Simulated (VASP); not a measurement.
The system is GdN.

```
CELL_PARAMETERS angstrom
0.00000 2.76647 2.76647
2.76647 0.00000 2.76647
2.76647 2.76647 0.00000
ATOMIC_POSITIONS crystal
Gd 0.00000 0.00000 0.00000
N 0.75000 0.75000 0.75000
```

The cell was generated, and may not be a known phase.

* Program: VASP 6.6.1
* Task: relaxation of cell and atoms
* Functional: PBE
* Potentials or basis: VASP PAW PBE potentials, release 64 (Gd, N)
* Cutoff: 600 eV
* k mesh: 6 × 6 × 6
* Occupations: gaussian, width 0.1 eV
* Spin: collinear spin, ferromagnetic start
* Starting moments: [7.0, 0.0] μB

At the start: pressure -9.2 GPa; volume 21.17 Å³/atom.

Task: Where does the relaxation end?

Result: Over 3 steps the energy falls by 67.7 meV/atom and the volume is 19.03 Å³/atom (-10.1 %); space group F-43m (No. 216, to 0.1 Å) before and after; moment 7.00 μB per cell.

The path:
| step | energy change (eV) | largest force (eV/Å) | pressure (GPa) | volume (Å³) |
| --- | --- | --- | --- | --- |
| 1 | 0.0000 | 0.0000 | -9.23 | 42.35 |
| 2 | -0.0622 | 0.0000 | 9.14 | 35.30 |
| 3 | -0.1355 | 0.0000 | -0.08 | 38.06 |

Final structure:
```
Gd N
1.0
     0.00000    2.66992    2.66992
     2.66992    0.00000    2.66992
     2.66992    2.66992    0.00000
Gd N
1 1
Direct
  0.00000 0.00000 0.00000
  0.75000 0.75000 0.75000
```

Caveat: a cell with one magnetic atom can't hold antiferromagnetic order, which such compounds often take; semilocal functionals describe open f shells poorly, which spoils levels, moments and volumes.
